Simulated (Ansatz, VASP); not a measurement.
**Two plane-wave programs on InP**

File INCAR:

```
ALGO = Normal ; EDIFF = 1E-7
ENCUT = 520 ; GGA = PE
ISIF = 2 ; ISMEAR = -1
LASPH = T ; LCHARG = F
LREAL = F ; LWAVE = F
NBANDS = 16 ; NELM = 60
PREC = Accurate ; SIGMA = 0.02
```

The input KPOINTS:

```
k-points
0
Gamma
  8 8 8
```

Contents of POSCAR:

```
InP
1.0
    0.0000000000      2.9537876370      2.9537876370
    3.0607147495      0.0000000000      2.9537876370
    3.0607147495      2.9537876370      0.0000000000
In P
1 1
Direct
    0.0000000000      0.0000000000      0.0000000000
    0.2500000000      0.2500000000      0.2500000000
```

Input for Ansatz:

```yaml
crystal:
  lattice:
    - [0.0, 2.953787637, 2.953787637]
    - [3.0607147495, 0.0, 2.953787637]
    - [3.0607147495, 2.953787637, 0.0]
  atoms:
    - { symbol: In, position: [0.0, 0.0, 0.0] }
    - { symbol: P, position: [0.25, 0.25, 0.25] }
kpoints:
  mp_grid: { grid: [8, 8, 8] }
  band_path:
    path:
      - [0.0, 0.0, 0.0]
      - [-0.5, -0.5, 0.0]
      - [-0.375, -0.375, 0.25]
      - [-0.375, 0.0, 0.375]
      - [0.0, 0.0, 0.5]
      - [-0.5, -0.25, 0.25]
    npoints: 1
hamiltonian:
  xc: pbe
scf:
  occupations: { method: fermi_dirac, width: 0.02 }
  n_extra_bands: 4
output:
  forces: true
  stress: true
  eigenvalues: true
```

Change from the starting cell: uniaxial_x strain +3.6%.

Alike in both runs: task single point; functional PBE; k mesh 8 × 8 × 8; occupations fermi-dirac, width 0.02 eV; no spin polarisation.

|  | VASP | Ansatz |
| --- | --- | --- |
| version | VASP 6.6.1 | Ansatz 0.2.0 |
| potentials or method | VASP PAW PBE potentials, release 64 (In_d, P) | plane waves, PAW |
| plane-wave cutoff (eV) | 520 | 420 |
| valence electrons in the cell | 18 | 18 |

```csv
,VASP,Ansatz,Ansatz less VASP
pressure (GPa),-0.6,-0.6,+0.04
"traceless stress, the component that is largest in VASP (GPa)",-1.05,-1.05,0.000
```

The functional is the same, so the differences come from potentials, cutoffs and numerics.
